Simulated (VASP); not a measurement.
# SnW (Cmcm) in VASP: notebook

Runs on SnW. Level: PBE. Tasks: single point, relaxation of cell and atoms.

Program: VASP 6.6.1. These are calculated values, not measurements. Logs are shortened: lines on timing, memory, paths and dates and some standing lists are left out, and cuts for length are marked.

## Step 1: The cell of the first run

Symmetry: Cmcm, No. 63, orthorhombic system. The conventional cell has a = 3.447 Å, b = 10.455 Å, c = 4.438 Å, α = 90.00°, β = 90.00°, γ = 90.00°. Within 3.8 Å of Sn (site symmetry m2m) lie 7 W at 2.89 to 2.96 Å and 6 Sn at 3.42 to 3.45 Å. Within 3.5 Å of W (site symmetry m2m) lie 4 W at 2.62 to 3.45 Å and 7 Sn at 2.89 to 2.96 Å.

## Step 2: Single point, PBE

File INCAR:

```
PREC = Accurate ; ENCUT = 520
EDIFF = 1E-6 ; ISMEAR = 0
SIGMA = 0.1 ; LREAL = F
LASPH = T ; NELM = 80
ALGO = Normal ; ISIF = 2
LWAVE = F ; LCHARG = F
GGA = PE ; NBANDS = 36
```

File KPOINTS:

```
Automatic mesh
0
Gamma
  4 4 4
```

File POSCAR:

```
SnW
1.0
    1.7235694980     -5.2274165033      0.0000000000
    1.7235694980      5.2274165033      0.0000000000
    0.0000000000      0.0000000000      4.4379365293
Sn W
2 2
Direct
    0.8435727149      0.1564272851      0.7500000000
    0.1564272851      0.8435727149      0.2500000000
    0.5669863013      0.4330136987      0.7500000000
    0.4330136987      0.5669863013      0.2500000000
```

Potentials or basis: VASP PAW PBE potentials, release 64 (Sn_d, W_sv).

Launch:

```console
$ cat potpaw_PBE.64/Sn_d/POTCAR potpaw_PBE.64/W_sv/POTCAR > POTCAR
$ mpirun -np 1 vasp_std > vasp.out
```

OUTCAR:

```text
PREC = Accurate
   ENCUT = 520
   EDIFF = 1E-6
   ISMEAR = 0
   LREAL = F
   LASPH = T
   NELM = 80
   ISIF = 2
   GGA = PE

 ion  position               nearest neighbor table
   1  0.844  0.156  0.750-   3 2.89   3 2.90   3 2.90   4 2.96   4 2.96   4 2.96   4 2.96   2 3.42
                             2 3.42   2 3.42   2 3.42
   2  0.156  0.844  0.250-   4 2.89   4 2.90   4 2.90   3 2.96   3 2.96   3 2.96   3 2.96   1 3.42
                             1 3.42   1 3.42   1 3.42
   3  0.567  0.433  0.750-   4 2.62   4 2.62   1 2.89   1 2.90   1 2.90   2 2.96   2 2.96   2 2.96
                             2 2.96
   4  0.433  0.567  0.250-   3 2.62   3 2.62   2 2.89   2 2.90   2 2.90   1 2.96   1 2.96   1 2.96
                             1 2.96

  LATTYP: Found a base centered orthorhombic cell.
 ALAT       =     3.4471389960
 B/A-ratio  =     3.0329014927
 C/A-ratio  =     1.2874260465

  Lattice vectors:

 A1 = (   1.7235694980,  -5.2274165033,   0.0000000000)
 A2 = (   1.7235694980,   5.2274165033,   0.0000000000)
 A3 = (   0.0000000000,   0.0000000000,   4.4379365293)

Analysis of symmetry for initial positions (statically):
=====================================================================
 Subroutine PRICEL returns:
 Original cell was already a primitive cell.

 Routine SETGRP: Setting up the symmetry group for a
 base centered orthorhombic supercell.

 Subroutine GETGRP returns: Found  8 space group operations
 (whereof  4 operations were pure point group operations)
 out of a pool of  8 trial point group operations.

The static configuration has the point symmetry C_2h.
 The point group associated with its full space group is D_2h.

Analysis of symmetry for dynamics (positions and initial velocities):
=====================================================================
 Subroutine PRICEL returns:
 Original cell was already a primitive cell.

 Routine SETGRP: Setting up the symmetry group for a
 base centered orthorhombic supercell.

 Subroutine GETGRP returns: Found  8 space group operations
 (whereof  4 operations were pure point group operations)
 out of a pool of  8 trial point group operations.

The dynamic configuration has the point symmetry C_2h.
 The point group associated with its full space group is D_2h.

 Subroutine INISYM returns: Found  8 space group operations
 (whereof  4 operations are pure point group operations),
 and found     1 'primitive' translations

----------------------------------------------------------------------------------------

                                     Primitive cell

  volume of cell :      79.9700

  direct lattice vectors                    reciprocal lattice vectors
     1.723569498 -5.227416503  0.000000000     0.290095642 -0.095649543  0.000000000
     1.723569498  5.227416503  0.000000000     0.290095642  0.095649543  0.000000000
     0.000000000  0.000000000  4.437936529     0.000000000  0.000000000  0.225329946

  length of vectors
     5.504232473  5.504232473  4.437936529     0.305457553  0.305457553  0.225329946

  position of ions in fractional coordinates (direct lattice)
     0.843572715  0.156427285  0.750000000
     0.156427285  0.843572715  0.250000000
     0.566986301  0.433013699  0.750000000
     0.433013699  0.566986301  0.250000000

  ion indices of the primitive-cell ions
   primitive index   ion index
                 1           1
                 2           2
                 3           3
                 4           4

----------------------------------------------------------------------------------------

 KPOINTS: Automatic mesh

Automatic generation of k-mesh.
 Grid dimensions read from file:
 generate k-points for:    4    4    4

 Generating k-lattice:

  Cartesian coordinates                     Fractional coordinates (reciprocal lattice)
     0.072523910 -0.023912386  0.000000000     0.250000000  0.000000000  0.000000000
     0.072523910  0.023912386  0.000000000     0.000000000  0.250000000  0.000000000
     0.000000000  0.000000000  0.056332487     0.000000000  0.000000000  0.250000000

  Length of vectors
     0.076364388  0.076364388  0.056332487

  Shift w.r.t. Gamma in fractional coordinates (k-lattice)
     0.000000000  0.000000000  0.000000000

 Subroutine IBZKPT returns following result:
 ===========================================

 Found     21 irreducible k-points:

 Following reciprocal coordinates:
            Coordinates               Weight
  0.000000  0.000000  0.000000      1.000000
  0.250000  0.000000  0.000000      4.000000
  0.500000  0.000000  0.000000      2.000000
  0.250000  0.250000  0.000000      2.000000
  0.500000  0.250000  0.000000      4.000000
 -0.250000  0.250000  0.000000      2.000000
[... 13 lines left out ...]
 -0.250000  0.250000  0.500000      2.000000
  0.500000  0.500000  0.500000      1.000000
   k-points           NKPTS =     21   k-points in BZ     NKDIM =     21   number of bands    NBANDS=     36
   number of dos      NEDOS =    301   number of ions     NIONS =      4
   total plane-waves  NPLWV =  63504
   dimension x,y,z NGX =    42 NGY =   42 NGZ =   36
   dimension x,y,z NGXF=    84 NGYF=   84 NGZF=   72
   ions per type =               2   2
   NGX,Y,Z   is equivalent  to a cutoff of  12.69, 12.69, 13.49 a.u.
   NGXF,Y,Z  is equivalent  to a cutoff of  25.37, 25.37, 26.97 a.u.
 SYSTEM =  unknown system
   PREC   = accura    normal or accurate (medium, high low for compatibility)
   ISTART =      0    job   : 0-new  1-cont  2-samecut
   ICHARG =      2    charge: 1-file 2-atom 10-const
   ISPIN  =      1    spin polarized calculation?
   LNONCOLLINEAR =      F non collinear calculations
   LSORBIT =      F    spin-orbit coupling
   LASPH  =      T    aspherical Exc in radial PAW
   ENCUT  =  520.0 eV  38.22 Ry    6.18 a.u.  10.23 10.23  8.25*2*pi/ulx,y,z
   NELM   =     80;   NELMIN=  2; NELMDL= -5     # of ELM steps
   EDIFF  = 0.1E-05   stopping-criterion for ELM
   LREAL  =      F    real-space projection
   EDIFFG = 0.1E-04   stopping-criterion for IOM
   NSW    =      0    number of steps for IOM
   IBRION =     -1    ionic relax: 0-MD 1-quasi-New 2-CG
   NFREE  =      0    steps in history (QN), initial steepest desc. (CG)
   ISIF   =      2    stress and relaxation
   ISYM   =      2    0-nonsym 1-usesym 2-fastsym
   POTIM  = 0.5000    time-step for ionic-motion
   TEBEG  =    0.0;   TEEND  =   0.0 temperature during run
   PSTRESS=    0.0 pullay stress
   NELECT =      56.0000    total number of electrons
   NUPDOWN=      -1.0000    fix difference up-down
   EMIN   =  10.00;   EMAX   =-10.00  energy-range for DOS
   EFERMI =   0.00;   METHOD = LEGACY
   ISMEAR =     0;   SIGMA  =   0.10  broadening in eV -4-tet -1-fermi 0-gaus
   EFERMI_NEDOS =   21; number of points for ismear=-14 and -15
   IALGO  =     38    algorithm
   IMIX   =      4    mixing-type and parameters
     AMIX     =   0.40;   BMIX     =  1.00
     AMIX_MAG =   1.60;   BMIX_MAG =  1.00
  volume/ion in A,a.u.               =      19.99       134.92
  Fermi-wavevector in a.u.,A,eV,Ry     =   1.453768  2.747224 28.755126  2.113442
  Thomas-Fermi vector in A             =   2.570996
   LORBIT       =      0    0 simple, 1 ext, 2 COOP (PROOUT), +10 PAW based schemes
   GGA     = PE    functional components
   LHFCALC =     F    Hartree Fock is set to
   AEXX    =    0.0000 exact exchange contribution
   IVDW    =     0    specifies the selected vdW correction
   LEPSILON=     F    determine dielectric tensor
   LRPA    =     F    only Hartree local field effects (RPA)
 non-spin polarized calculation
 Gauss-broadening in eV      SIGMA  =   0.10
  energy-cutoff  :      520.00
  volume of cell :       79.97
 maximum number of plane-waves:      2169
 NGX is ok and might be reduce to    42
   NGX = 21   NGY = 21   NGZ = 17

 number of electron      55.9999997 magnetization

 Free energy of the ion-electron system (eV)
  ---------------------------------------------------
  ext. energy  EPLUGINS =         0.00000000
  ---------------------------------------------------
  free energy    TOTEN  =       -31.55350229 eV

  energy without entropy =      -31.54333967  energy(sigma->0) =      -31.54842098

 E-fermi :   9.8842     XC(G=0): -12.0353

 val. band max:        9.8699055094   @ k =   0.2500   0.0000   0.0000
 cond. band min:       9.9073282851   @ k =   0.5000   0.2500   0.0000
 fundamental gap:      0.0374227757
 Fermi energy:         9.8841718944

 k-point     1 :       0.0000    0.0000    0.0000
  band No.  band energies     occupation
      1     -63.9004      2.00000
      2     -63.8023      2.00000
      3     -28.4276      2.00000
      4     -28.2264      2.00000
      5     -28.1894      2.00000
      6     -28.0829      2.00000
[... 28 lines left out ...]
     35      15.3739      0.00000
     36      15.9319      0.00000

 k-point     2 :       0.2500    0.0000    0.0000
  band No.  band energies     occupation
      1     -63.8991      2.00000
      2     -63.8010      2.00000
      3     -28.4226      2.00000
      4     -28.2733      2.00000
      5     -28.1849      2.00000
      6     -28.1235      2.00000
[... 28 lines left out ...]
     35      14.9169      0.00000
     36      16.2066      0.00000

 k-point     3 :       0.5000    0.0000    0.0000
  band No.  band energies     occupation
      1     -63.8978      2.00000
      2     -63.7999      2.00000
      3     -28.4177      2.00000
      4     -28.3198      2.00000
      5     -28.1804      2.00000
      6     -28.1637      2.00000
[... 28 lines left out ...]
     35      14.2959      0.00000
     36      15.1446      0.00000
[... 625 lines left out ...]
 k-point    20 :      -0.2500    0.2500    0.5000
  band No.  band energies     occupation
      1     -63.8514      2.00000
      2     -63.8514      2.00000
      3     -28.3523      2.00000
      4     -28.3523      2.00000
      5     -28.1551      2.00000
      6     -28.1551      2.00000
[... 28 lines left out ...]
     35      16.3887      0.00000
     36      16.3887      0.00000

 k-point    21 :       0.5000    0.5000    0.5000
  band No.  band energies     occupation
      1     -63.8514      2.00000
      2     -63.8514      2.00000
      3     -28.3534      2.00000
      4     -28.3534      2.00000
      5     -28.1550      2.00000
      6     -28.1550      2.00000
[... 28 lines left out ...]
     35      16.0334      0.00000
     36      16.0334      0.00000

------------------------ aborting loop because EDIFF is reached ----------------------------------------

  FORCE on cell =-STRESS in cart. coord.  units (eV):
  Direction    XX          YY          ZZ          XY          YZ          ZX
  --------------------------------------------------------------------------------------
  -------------------------------------------------------------------------------------
  Total        0.0891505      0.0716979      0.1849106      0.0000000      0.0000000      0.0000000
  in kB        1.7861056      1.4364482      3.7046349      0.0000000      0.0000000      0.0000000
  external PRESSURE =       2.3090629 kB  Pullay stress =       0.0000000 kB

 VOLUME and BASIS-vectors are now :
 -----------------------------------------------------------------------------
  energy-cutoff  :      520.00
  volume of cell :       79.97
      direct lattice vectors                 reciprocal lattice vectors
     1.723569498 -5.227416503  0.000000000     0.290095642 -0.095649543  0.000000000
     1.723569498  5.227416503  0.000000000     0.290095642  0.095649543  0.000000000
     0.000000000  0.000000000  4.437936529     0.000000000  0.000000000  0.225329946

 POSITION                                       TOTAL-FORCE (eV/Angst)
 -----------------------------------------------------------------------------------
      1.72357     -3.59200      3.32845         0.000000      0.026435      0.000000
      1.72357      3.59200      1.10948         0.000000     -0.026435     -0.000000
      1.72357     -0.70033      3.32845         0.000000     -0.017579      0.000000
      1.72357      0.70033      1.10948         0.000000      0.017579     -0.000000
 -----------------------------------------------------------------------------------
    total drift:                                0.000000     -0.000000      0.000000

  FREE ENERGIE OF THE ION-ELECTRON SYSTEM (eV)
  ---------------------------------------------------
  free  energy   TOTEN  =       -31.5535022857 eV

  energy  without entropy=      -31.5433396678  energy(sigma->0) =      -31.54842098
```

Wall time 46 s (1 thread of AMD EPYC 9R45 (Zen 5), shared host); peak memory 0.22 GiB.

Results:

* Free energy: -31.5535 eV
* Pressure: 0.2 GPa
* Largest force: 0.026 eV/Å
* Band gap on the k mesh: zero (bands 28 and 29 overlap by 0.57 eV)

Forces in eV/Å, atoms in the order of the input:
```
Sn   0.000  0.026  0.000
Sn   0.000 -0.026  0.000
W    0.000 -0.018  0.000
W    0.000  0.018  0.000
```

Levels at points of the mesh, in eV from the Fermi level:
```tsv
k point	band 25	band 26	band 27	band 28	band 29	band 30	band 31	band 32
(0.00, 0.00, 0.00)	-1.19	-0.87	-0.70	-0.35	-0.05	0.37	1.90	2.24
(0.50, 0.00, 0.00)	-1.47	-0.57	-0.55	0.15	0.66	1.58	2.52	3.08
(0.50, 0.50, 0.00)	-1.30	-1.29	-0.88	0.08	0.37	0.48	1.92	2.21
(0.00, 0.00, 0.50)	-1.62	-1.62	-1.55	-1.55	1.48	1.48	1.84	1.84
(0.50, 0.00, 0.50)	-2.04	-2.04	-1.19	-1.19	1.73	1.73	2.50	2.50
(0.50, 0.50, 0.50)	-1.47	-1.47	-1.21	-1.21	1.50	1.50	2.37	2.37
```

Caveat: the k points lie up to 0.48 Å⁻¹ apart, too coarse for converged energies and pressures of a metal; spin-orbit coupling is left out, which moves the levels of the heavy elements.

(Part 1 of 3 ends here.)

The gap in the log of VASP goes by the Fermi energy; the results here count the filled bands.